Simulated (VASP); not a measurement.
# Rb2Cd (P4/nmm) in VASP: notebook

The runs below take Rb2Cd through single point, relaxation of cell and atoms, with PBE.

All numbers are computed with VASP 6.6.1; they aren't measurements. Logs are shortened: lines on timing, memory, paths and dates and some standing lists are left out, and cuts for length are marked.

### Step 1. The cell of the first run

It takes space group P4/nmm (No. 129, tetragonal). Conventional cell: a = 5.046 Å, b = 5.046 Å, c = 7.699 Å, α = 90.00°, β = 90.00°, γ = 90.00°. Rb (site symmetry -4m2) has 8 Rb at 3.27 to 3.57 Å and 4 Cd at 3.42 Å within 4.3 Å. Within 4.4 Å of Rb (site symmetry 4mm) lie 4 Rb at 3.27 Å and 6 Cd at 3.31 to 4.39 Å. Within 4.4 Å of Cd (site symmetry 4mm) lie 10 Rb at 3.31 to 4.39 Å.

### Step 2. Single point, PBE

File INCAR:

```
SYSTEM = Rb2Cd
PREC     = Accurate       ! precision mode
ENCUT    = 520            ! plane-wave cutoff, eV
EDIFF    = 1E-6           ! SCF threshold, eV
ISMEAR   = 0              ! smearing method
SIGMA    = 0.1            ! smearing width, eV
LREAL    = .FALSE.        ! projectors in reciprocal space
LASPH    = .TRUE.         ! aspherical terms in the spheres
NELM     = 60             ! most SCF steps
ALGO     = Fast           ! electronic algorithm
ISIF     = 2              ! what is computed and relaxed
LWAVE    = .FALSE.        ! write WAVECAR
LCHARG   = .TRUE.         ! write CHGCAR
GGA      = PE             ! functional
LELF     = .TRUE.         ! ELF
LVHAR    = .TRUE.       
NBANDS   = 39             ! bands
```

File KPOINTS:

```
regular mesh
0
G
  4 4 4
  0 0 0
```

File POSCAR:

```
Rb2Cd
1.0
    5.0457416145      0.0000000000      0.0000000000
    0.0000000000      5.0457416145      0.0000000000
    0.0000000000      0.0000000000      7.6988006447
Rb Cd
4 2
Direct
    0.0000000000      0.0000000000      0.0000000000
    0.5000000000      0.5000000000      0.0000000000
    0.0000000000      0.5000000000      0.2700000000
    0.5000000000      0.0000000000      0.7300000000
    0.0000000000      0.5000000000      0.7000000000
    0.5000000000      0.0000000000      0.3000000000
```

Potentials or basis: VASP PAW PBE potentials, release 64 (Rb_sv, Cd).

Command:

```console
$ cat potpaw_PBE.64/Rb_sv/POTCAR potpaw_PBE.64/Cd/POTCAR > POTCAR
$ mpirun -np 1 vasp_std > vasp.out
```

OUTCAR:

```text
SYSTEM = Rb2Cd
   PREC = Accurate
   ENCUT = 520
   EDIFF = 1E-6
   ISMEAR = 0
   LREAL = .FALSE.
   LASPH = .TRUE.
   NELM = 60
   ISIF = 2
   GGA = PE

 ion  position               nearest neighbor table
   1  0.000  0.000  0.000-   3 3.27   4 3.27   3 3.27   4 3.27   5 3.42   5 3.42   6 3.42   6 3.42
                             2 3.57   2 3.57   2 3.57   2 3.57
   2  0.500  0.500  0.000-   3 3.27   4 3.27   4 3.27   3 3.27   5 3.42   6 3.42   6 3.42   5 3.42
                             1 3.57   1 3.57   1 3.57   1 3.57
   3  0.000  0.500  0.270-   1 3.27   2 3.27   1 3.27   2 3.27   5 3.31   6 3.58   6 3.58   6 3.58
                             6 3.58   5 4.39   4 5.03   4 5.03   4 5.03   4 5.03   4 5.48   4 5.48
   4  0.500  0.000  0.730-   1 3.27   2 3.27   2 3.27   1 3.27   6 3.31   5 3.58   5 3.58   5 3.58
                             5 3.58   6 4.39   3 5.03   3 5.03   3 5.03   3 5.03   3 5.48   3 5.48
   5  0.000  0.500  0.700-   3 3.31   2 3.42   1 3.42   1 3.42   2 3.42   4 3.58   4 3.58   4 3.58
                             4 3.58   3 4.39
   6  0.500  0.000  0.300-   4 3.31   2 3.42   1 3.42   2 3.42   1 3.42   3 3.58   3 3.58   3 3.58
                             3 3.58   4 4.39

  LATTYP: Found a simple tetragonal cell.
 ALAT       =     5.0457416145
 C/A-ratio  =     1.5258016032

  Lattice vectors:

 A1 = (   5.0457416145,   0.0000000000,   0.0000000000)
 A2 = (   0.0000000000,   5.0457416145,   0.0000000000)
 A3 = (   0.0000000000,   0.0000000000,   7.6988006447)

Analysis of symmetry for initial positions (statically):
=====================================================================
 Subroutine PRICEL returns:
 Original cell was already a primitive cell.

 Routine SETGRP: Setting up the symmetry group for a
 simple tetragonal supercell.

 Subroutine GETGRP returns: Found 16 space group operations
 (whereof  8 operations were pure point group operations)
 out of a pool of 16 trial point group operations.

The static configuration has the point symmetry D_2d.
 The point group associated with its full space group is D_4h.

Analysis of symmetry for dynamics (positions and initial velocities):
=====================================================================
 Subroutine PRICEL returns:
 Original cell was already a primitive cell.

 Routine SETGRP: Setting up the symmetry group for a
 simple tetragonal supercell.

 Subroutine GETGRP returns: Found 16 space group operations
 (whereof  8 operations were pure point group operations)
 out of a pool of 16 trial point group operations.

The dynamic configuration has the point symmetry D_2d.
 The point group associated with its full space group is D_4h.

 Subroutine INISYM returns: Found 16 space group operations
 (whereof  8 operations are pure point group operations),
 and found     1 'primitive' translations

----------------------------------------------------------------------------------------

                                     Primitive cell

  volume of cell :     196.0077

  direct lattice vectors                    reciprocal lattice vectors
     5.045741614  0.000000000  0.000000000     0.198186922  0.000000000  0.000000000
     0.000000000  5.045741614  0.000000000     0.000000000  0.198186922  0.000000000
     0.000000000  0.000000000  7.698800645     0.000000000  0.000000000  0.129890362

  length of vectors
     5.045741614  5.045741614  7.698800645     0.198186922  0.198186922  0.129890362

  position of ions in fractional coordinates (direct lattice)
     0.000000000  0.000000000  0.000000000
     0.500000000  0.500000000  0.000000000
     0.000000000  0.500000000  0.270000000
     0.500000000  0.000000000  0.730000000
     0.000000000  0.500000000  0.700000000
     0.500000000  0.000000000  0.300000000

  ion indices of the primitive-cell ions
   primitive index   ion index
                 1           1
                 2           2
                 3           3
                 4           4
                 5           5
                 6           6

----------------------------------------------------------------------------------------

 KPOINTS: regular mesh

Automatic generation of k-mesh.
 Grid dimensions read from file:
 generate k-points for:    4    4    4

 Generating k-lattice:

  Cartesian coordinates                     Fractional coordinates (reciprocal lattice)
     0.049546731  0.000000000  0.000000000     0.250000000  0.000000000  0.000000000
     0.000000000  0.049546731  0.000000000     0.000000000  0.250000000  0.000000000
     0.000000000  0.000000000  0.032472590     0.000000000  0.000000000  0.250000000

  Length of vectors
     0.049546731  0.049546731  0.032472590

  Shift w.r.t. Gamma in fractional coordinates (k-lattice)
     0.000000000  0.000000000  0.000000000

 Subroutine IBZKPT returns following result:
 ===========================================

 Found     18 irreducible k-points:

 Following reciprocal coordinates:
            Coordinates               Weight
  0.000000  0.000000  0.000000      1.000000
  0.250000  0.000000  0.000000      4.000000
  0.500000  0.000000  0.000000      2.000000
  0.250000  0.250000  0.000000      4.000000
  0.500000  0.250000  0.000000      4.000000
  0.500000  0.500000  0.000000      1.000000
[... 10 lines left out ...]
  0.500000  0.250000  0.500000      4.000000
  0.500000  0.500000  0.500000      1.000000
   k-points           NKPTS =     18   k-points in BZ     NKDIM =     18   number of bands    NBANDS=     39
   number of dos      NEDOS =    301   number of ions     NIONS =      6
   total plane-waves  NPLWV =  96000
   dimension x,y,z NGX =    40 NGY =   40 NGZ =   60
   dimension x,y,z NGXF=    80 NGYF=   80 NGZF=  120
   ions per type =               4   2
   NGX,Y,Z   is equivalent  to a cutoff of  13.18, 13.18, 12.96 a.u.
   NGXF,Y,Z  is equivalent  to a cutoff of  26.36, 26.36, 25.91 a.u.
 SYSTEM =  Rb2Cd
   PREC   = accura    normal or accurate (medium, high low for compatibility)
   ISTART =      0    job   : 0-new  1-cont  2-samecut
   ICHARG =      2    charge: 1-file 2-atom 10-const
   ISPIN  =      1    spin polarized calculation?
   LNONCOLLINEAR =      F non collinear calculations
   LSORBIT =      F    spin-orbit coupling
   LASPH  =      T    aspherical Exc in radial PAW
   ENCUT  =  520.0 eV  38.22 Ry    6.18 a.u.   9.38  9.38 14.31*2*pi/ulx,y,z
   NELM   =     60;   NELMIN=  2; NELMDL= -5     # of ELM steps
   EDIFF  = 0.1E-05   stopping-criterion for ELM
   LREAL  =      F    real-space projection
[... 7 lines left out ...]
   TEBEG  =    0.0;   TEEND  =   0.0 temperature during run
   PSTRESS=    0.0 pullay stress
   NELECT =      60.0000    total number of electrons
   NUPDOWN=      -1.0000    fix difference up-down
   EMIN   =  10.00;   EMAX   =-10.00  energy-range for DOS
   EFERMI =   0.00;   METHOD = LEGACY
   ISMEAR =     0;   SIGMA  =   0.10  broadening in eV -4-tet -1-fermi 0-gaus
   EFERMI_NEDOS =   21; number of points for ismear=-14 and -15
   IALGO  =     68    algorithm
   IMIX   =      4    mixing-type and parameters
     AMIX     =   0.40;   BMIX     =  1.00
     AMIX_MAG =   1.60;   BMIX_MAG =  1.00
  volume/ion in A,a.u.               =      32.67       220.45
  Fermi-wavevector in a.u.,A,eV,Ry     =   1.103318  2.084970 16.562530  1.217312
  Thomas-Fermi vector in A             =   2.239775
   LORBIT       =      0    0 simple, 1 ext, 2 COOP (PROOUT), +10 PAW based schemes
   GGA     = PE    functional components
   LHFCALC =     F    Hartree Fock is set to
   AEXX    =    0.0000 exact exchange contribution
   IVDW    =     0    specifies the selected vdW correction
   LEPSILON=     F    determine dielectric tensor
   LRPA    =     F    only Hartree local field effects (RPA)
 non-spin polarized calculation
 RMM-DIIS sequential band-by-band and
 Gauss-broadening in eV      SIGMA  =   0.10
  energy-cutoff  :      520.00
  volume of cell :      196.01
 maximum number of plane-waves:      5304
 NGX is ok and might be reduce to    40
   NGX = 19   NGY = 19   NGZ = 29

 number of electron      59.9999988 magnetization

 Free energy of the ion-electron system (eV)
  ---------------------------------------------------
  ext. energy  EPLUGINS =         0.00000000
  ---------------------------------------------------
  free energy    TOTEN  =        -1.16404834 eV

  energy without entropy =       -1.14829660  energy(sigma->0) =       -1.15617247

 E-fermi :   2.7580     XC(G=0):  -8.7247

 val. band max:        2.7326554737   @ k =   0.2500   0.2500   0.0000
 cond. band min:       2.8175210473   @ k =   0.5000   0.5000   0.5000
 fundamental gap:      0.0848655736
 Fermi energy:         2.7579527344

 k-point     1 :       0.0000    0.0000    0.0000
  band No.  band energies     occupation
      1     -26.7139      2.00000
      2     -26.4301      2.00000
      3     -26.0751      2.00000
      4     -25.9876      2.00000
      5     -11.5278      2.00000
      6     -11.5278      2.00000
[... 31 lines left out ...]
     38       5.8571      0.00000
     39       6.1678      0.00000

 k-point     2 :       0.2500    0.0000    0.0000
  band No.  band energies     occupation
      1     -26.6677      2.00000
      2     -26.4630      2.00000
      3     -26.0714      2.00000
      4     -26.0055      2.00000
      5     -11.4417      2.00000
      6     -11.4063      2.00000
[... 31 lines left out ...]
     38       5.8548      0.00000
     39       6.1388      0.00000

 k-point     3 :       0.5000    0.0000    0.0000
  band No.  band energies     occupation
      1     -26.5596      2.00000
      2     -26.5596      2.00000
      3     -26.0447      2.00000
      4     -26.0447      2.00000
      5     -11.2133      2.00000
      6     -11.2133      2.00000
[... 580 lines left out ...]
 k-point    17 :       0.5000    0.2500    0.5000
  band No.  band energies     occupation
      1     -26.5453      2.00000
      2     -26.5453      2.00000
      3     -26.0586      2.00000
      4     -26.0586      2.00000
      5     -11.5844      2.00000
      6     -11.5844      2.00000
[... 31 lines left out ...]
     38       5.8582      0.00000
     39       6.2929      0.00000

 k-point    18 :       0.5000    0.5000    0.5000
  band No.  band energies     occupation
      1     -26.5302      2.00000
      2     -26.5302      2.00000
      3     -26.0734      2.00000
      4     -26.0734      2.00000
      5     -11.7482      2.00000
      6     -11.7482      2.00000
[... 31 lines left out ...]
     38       5.5596      0.00000
     39       6.7998      0.00000

------------------------ aborting loop because EDIFF is reached ----------------------------------------

  FORCE on cell =-STRESS in cart. coord.  units (eV):
  Direction    XX          YY          ZZ          XY          YZ          ZX
  --------------------------------------------------------------------------------------
  -------------------------------------------------------------------------------------
  Total       11.4022621     11.4022621     11.1452269      0.0000000      0.0000000      0.0000000
  in kB       93.2027047     93.2027047     91.1016846      0.0000000      0.0000000      0.0000000
  external PRESSURE =      92.5023647 kB  Pullay stress =       0.0000000 kB

 VOLUME and BASIS-vectors are now :
 -----------------------------------------------------------------------------
  energy-cutoff  :      520.00
  volume of cell :      196.01
      direct lattice vectors                 reciprocal lattice vectors
     5.045741614  0.000000000  0.000000000     0.198186922  0.000000000  0.000000000
     0.000000000  5.045741614  0.000000000     0.000000000  0.198186922  0.000000000
     0.000000000  0.000000000  7.698800645     0.000000000  0.000000000  0.129890362

 POSITION                                       TOTAL-FORCE (eV/Angst)
 -----------------------------------------------------------------------------------
      0.00000      0.00000      0.00000         0.000000      0.000000      0.000000
      2.52287      2.52287      0.00000         0.000000     -0.000000      0.000000
      0.00000      2.52287      2.07868         0.000000     -0.000000      1.339812
      2.52287      0.00000      5.62012        -0.000000     -0.000000     -1.339812
      0.00000      2.52287      5.38916         0.000000     -0.000000     -0.408048
      2.52287      0.00000      2.30964         0.000000     -0.000000      0.408048
 -----------------------------------------------------------------------------------
    total drift:                               -0.000000     -0.000000     -0.000000

  FREE ENERGIE OF THE ION-ELECTRON SYSTEM (eV)
  ---------------------------------------------------
  free  energy   TOTEN  =        -1.1640483449 eV

  energy  without entropy=       -1.1482965960  energy(sigma->0) =       -1.15617247
```

Run time: 3.1 min. Hardware: 1 thread of Oxide Virtual Turin-like, shared host; peak memory 0.32 GiB.

What came out:

| Item | Value |
| --- | --- |
| Free energy | -1.1640 eV |
| Pressure | 9.3 GPa |
| Largest force | 1.340 eV/Å |
| Band gap on the k mesh | zero (bands 30 and 31 overlap by 0.51 eV) |

Forces on the atoms (eV/Å):
```
Rb   0.000  0.000  0.000
Rb   0.000  0.000  0.000
Rb   0.000  0.000  1.340
Rb   0.000  0.000 -1.340
Cd   0.000  0.000 -0.408
Cd   0.000  0.000  0.408
```

Stress tensor (GPa, compression positive):
```
9.32 0.00 0.00
0.00 9.32 0.00
0.00 0.00 9.11
```

Caveat: the cell stands under pressure; forces of over 1 eV/Å act on the atoms, so gaps and moduli don't describe the material at rest.

(Part 1 of 2 ends here.)

The gap in the log of VASP goes by the Fermi energy; the results here count the filled bands.